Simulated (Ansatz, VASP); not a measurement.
## Two plane-wave programs on Mo3F

INCAR

```
SYSTEM = Mo3F
PREC = Accurate
ENCUT = 520
EDIFF = 1E-6
ISMEAR = 0
SIGMA = 0.1
LREAL = .False.
LASPH = .True.
NELM = 150
ALGO = Normal
ISIF = 2
LWAVE = .False.
LCHARG = .False.
ISPIN = 2
MAGMOM = 0 0 0 1
LORBIT = 11
LMAXMIX = 4
LDIPOL = .True.
IDIPOL = 3
DIPOL = 0.5 0.5 0.336
GGA = PE
NBANDS = 36
```

Contents of KPOINTS:

```
Automatic mesh
0
Gamma
  10 10 1
  0 0 0
```

Contents of POSCAR:

```
Mo3F
1.0
    2.7370454666      0.0000000000      0.0000000000
   -0.9123484889      2.5805112132      0.0000000000
    0.0000000000      0.0000000000     21.3082440453
Mo F
3 1
Direct
    0.5000000000      0.5000000000      0.1877207710
    0.0000000000      0.0000000000      0.2888166432
    0.5000000000      0.5000000000      0.3899074944
    0.5000000000      0.5000000000      0.4790748606
```

Input for Ansatz:

```yaml
crystal:
  lattice:
    - [2.7370454666, 0.0, 0.0]
    - [-0.9123484889, 2.5805112132, 0.0]
    - [0.0, 0.0, 21.3082440453]
  atoms:
    - { symbol: Mo, position: [0.5, 0.5, 0.187720771] }
    - { symbol: Mo, position: [0.0, 0.0, 0.2888166432] }
    - { symbol: Mo, position: [0.5, 0.5, 0.3899074944] }
    - { symbol: F, position: [0.5, 0.5, 0.4790748606], spin: 1.0 }
basis:
  ecutwfc: 420
kpoints:
  mp_grid: { grid: [10, 10, 1] }
hamiltonian:
  xc: pbe
  pseudopotentials: { kind: paw, azcp: { folder: soft_1 } }
scf:
  occupations: { method: gaussian, width: 0.1 }
output:
  forces: true
  eigenvalues: true
  populations: true
magnetization:
  spin_polarized: true
efield:
  axis: 3
  dipole_correction: true
  ramp_width: 0.04
```

Alike in both runs: task single point; functional PBE; k mesh 10 × 10 × 1; occupations gaussian, width 0.1 eV; collinear spin.

```csv
,VASP,Ansatz
version,VASP 6.6.1,Ansatz 0.2.0
potentials or method,"VASP PAW PBE potentials, release 64 (Mo_sv, F), cutoff 520 eV","scalar-relativistic, plane waves, PAW"
valence electrons in the cell,49,49
```

Ansatz gave:

| Item | Value |
| --- | --- |
| gap on the k mesh at the Fermi level (eV) | none |
| rms of the force components (eV/Å) | 0.622 |
| net moment per atom (μB) | 0.00 |

**Question.** Estimate VASP's values.

**Answer.** gap on the k mesh at the Fermi level (eV): none; rms of the force components (eV/Å): 0.578; net moment per atom (μB): 0.00.

Atom by atom the forces differ by 0.055 eV/Å (rms over components). A gap of «none» marks a metal or a gap that the smearing closes. Ansatz's warnings: seeded moment not kept.
